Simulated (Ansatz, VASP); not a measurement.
## Two plane-wave programs on Tl

Contents of INCAR:

```
SYSTEM = Tl
  PREC = Accurate
  ENCUT = 600
  EDIFF = 1E-7
  ISMEAR = 0
  SIGMA = 0.1
  LREAL = .False.
  LASPH = .True.
  NELM = 60
  ALGO = Fast
  ISIF = 3
  LWAVE = .False.
  LCHARG = .False.
  GGA = PS
  IBRION = 2
  NSW = 70
  EDIFFG = -0.005
```

The input KPOINTS:

```
Automatic mesh
0
Gamma
  15 15 8
  0 0 0
```

The input POSCAR:

```
Tl
1.0
    3.5345601881      0.0000000000      0.0000000000
   -1.7672800941      3.0610189141      0.0000000000
    0.0000000000      0.0000000000      5.4733818347
Tl
2
Direct
    0.3333333333      0.6666666667      0.2500000000
    0.6666666667      0.3333333333      0.7500000000
```

Input for Ansatz:

```yaml
crystal:
  lattice:
    - [3.5345601881, 0.0, 0.0]
    - [-1.7672800941, 3.0610189141, 0.0]
    - [0.0, 0.0, 5.4733818347]
  atoms:
    - { symbol: Tl, position: [0.3333333333, 0.6666666667, 0.25] }
    - { symbol: Tl, position: [0.6666666667, 0.3333333333, 0.75] }
basis:
  ecutwfc: 420
kpoints:
  mp_grid: { grid: [15, 15, 8] }
hamiltonian:
  xc: pbesol
scf:
  occupations: { method: gaussian, width: 0.1 }
output:
  forces: true
  stress: true
  eigenvalues: true
  write_density: true
  write_potential: true
  elf: true
  volumetric_format: npy
relax:
  adjacent_minimum: "off"
  f_tol: 0.005
  max_steps: 50
  cell: { stress_tol: 0.05 }
```

Alike in both runs: task relaxation of cell and atoms; functional PBEsol; k mesh 15 × 15 × 8; occupations gaussian, width 0.1 eV; no spin polarisation.

|  | VASP | Ansatz |
| --- | --- | --- |
| version | VASP 6.6.1 | Ansatz 0.2.0 |
| potentials or method | VASP PAW PBE potentials, release 64 (Tl_d), cutoff 600 eV | scalar-relativistic, plane waves, PAW |
| valence electrons in the cell | 26 | 26 |

|  | VASP | Ansatz | Ansatz less VASP |
| --- | --- | --- | --- |
| gap on the k mesh at the Fermi level, each at its own relaxed structure (eV) | none | none | - |
| relaxed volume (Å³/atom) | 28.67 | 28.64 | -0.028 |
| relaxed cell length with the largest relative difference (Å) | 3.503 | 3.500 | -0.0031 |

VASP's potentials were made for PBE, not for PBEsol. A gap of «none» marks a metal or a gap that the smearing closes.

Neither program's run includes spin-orbit coupling.
